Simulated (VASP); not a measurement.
A run of VASP 6.6.1:

Contents of INCAR:

```
SYSTEM = RbBr
ALGO     = Normal         ! electronic algorithm
EDIFF    = 1E-8           ! SCF threshold, eV
ENCUT    = 520            ! plane-wave cutoff, eV
IBRION   = 8              ! ionic algorithm
ISIF     = 2              ! what is computed and relaxed
ISMEAR   = 0              ! smearing method
LASPH    = .TRUE.         ! aspherical terms in the spheres
LCHARG   = .TRUE.         ! write CHGCAR
LEPSILON = .TRUE.         ! dielectric tensor by DFPT
LREAL    = .FALSE.        ! projectors in reciprocal space
LWAVE    = .FALSE.        ! write WAVECAR
NELM     = 80             ! most SCF steps
NSW      = 1              ! ionic steps
PREC     = Accurate       ! precision mode
SIGMA    = 0.01           ! smearing width, eV
```

The input KPOINTS:

```
k-points
0
G
  6 6 6
  0 0 0
```

Contents of POSCAR:

```
RbBr
1.0
    3.4241977162      0.0000000000      0.0000000000
    0.0000000000      3.4241977162      0.0000000000
    0.0000000000      0.0000000000      3.4241977162
Rb Br
1 1
Direct
    0.0000000000      0.0000000000      0.0000000000
    0.5000000000      0.5000000000      0.5000000000
```

Potentials or basis: VASP PAW LDA potentials, release 64 (Rb_sv, Br).

Command:

```console
$ cat potpaw_LDA.64/Rb_sv/POTCAR potpaw_LDA.64/Br/POTCAR > POTCAR
$ mpirun -np 1 vasp_std > vasp.out
```

Hardware: 1 thread of Intel(R) Xeon(R) 6975P-C (Granite Rapids), with other jobs on the host.

Problem. How long does it take, and how much memory?

Solution. It took 94 s on 1 thread of Intel(R) Xeon(R) 6975P-C (Granite Rapids), with other jobs on the host, peak memory 0.19 GiB. Counts: scf iterations 204, k points 20.
